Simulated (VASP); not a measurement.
LiHf2O2:

```
Li Hf O
1.0
     3.06501    0.00000    0.00000
     0.00000    3.06501    0.00000
     0.00000    0.00000    7.77765
Li Hf O
1 2 2
Direct
  0.00000 0.00000 0.00000
  0.00000 0.00000 0.75685
  0.00000 0.00000 0.24315
  0.00000 0.50000 0.00000
  0.50000 0.00000 0.00000
```

- Program: VASP 6.6.1
- Task: relaxation of cell and atoms
- Functional: PBE
- Potentials or basis: VASP PAW PBE potentials, release 64 (Li_sv, Hf_pv, O)
- Cutoff: 600 eV
- k mesh: 6 × 6 × 2
- Occupations: gaussian, width 0.1 eV
- Spin: no spin polarisation

At the start: pressure 23.7 GPa; volume 14.61 Å³/atom.

**Question.** How do energy, volume and symmetry change on relaxing?

**Answer.** Over 22 steps the energy falls by 453.3 meV/atom and the volume is 15.86 Å³/atom (+8.5 %); space group P4/mmm (No. 123, to 0.05 Å).

The path:
```tsv
step	energy change (eV)	largest force (eV/Å)	pressure (GPa)	volume (Å³)
1	0.0000	2.9537	23.71	73.07
2	-1.1105	0.3307	-9.50	98.18
3	-1.3808	0.9136	-2.68	88.76
4	-1.5872	1.0551	-2.43	86.38
5	-2.1234	1.5382	0.93	79.06
6	2.5766	12.3658	42.14	63.66
7	-1.6917	2.9793	3.17	78.33
8	-1.6214	1.6510	13.21	71.11
9	-1.8426	2.9482	6.78	75.04
10	-1.8363	2.8608	7.53	74.39
11	-1.8849	2.5145	7.63	74.15
12	-1.9540	1.2953	8.43	73.42
13	-2.0000	1.2226	7.55	73.92
14	-2.1141	1.0097	5.08	75.40
15	-2.2371	0.5527	1.04	78.40
16	-2.1649	0.1008	-4.87	84.53
17	-2.2584	0.2138	-1.04	80.35
18	-2.2618	0.1450	-0.81	80.12
19	-2.2661	0.0481	-0.10	79.45
20	-2.2661	0.0530	-0.10	79.43
21	-2.2662	0.0403	-0.04	79.39
22	-2.2663	0.0097	0.06	79.30
```

Final structure:
```cif
data_structure
_symmetry_space_group_name_H-M 'P 1'
_symmetry_Int_Tables_number 1
_cell_length_a 3.4019
_cell_length_b 3.4019
_cell_length_c 6.8520
_cell_angle_alpha 90.000
_cell_angle_beta 90.000
_cell_angle_gamma 90.000
_cell_volume 79.30
loop_
_atom_site_label
_atom_site_type_symbol
_atom_site_fract_x
_atom_site_fract_y
_atom_site_fract_z
_atom_site_occupancy
Li1 Li 0.00000 0.00000 0.00000 1
Hf1 Hf 0.00000 0.00000 0.70767 1
Hf2 Hf 0.00000 0.00000 0.29233 1
O1 O 0.00000 0.50000 0.00000 1
O2 O 0.50000 0.00000 0.00000 1
```

Caveat: the k points lie up to 0.46 Å⁻¹ apart in the final cell; the cutoff is under 1.25 times the usual one of these potentials, so pressure, stress and relaxed cells hold a basis-set (Pulay) error; an odd number of electrons without spin polarisation forces a metal; a magnetic or distorted state may lie lower.
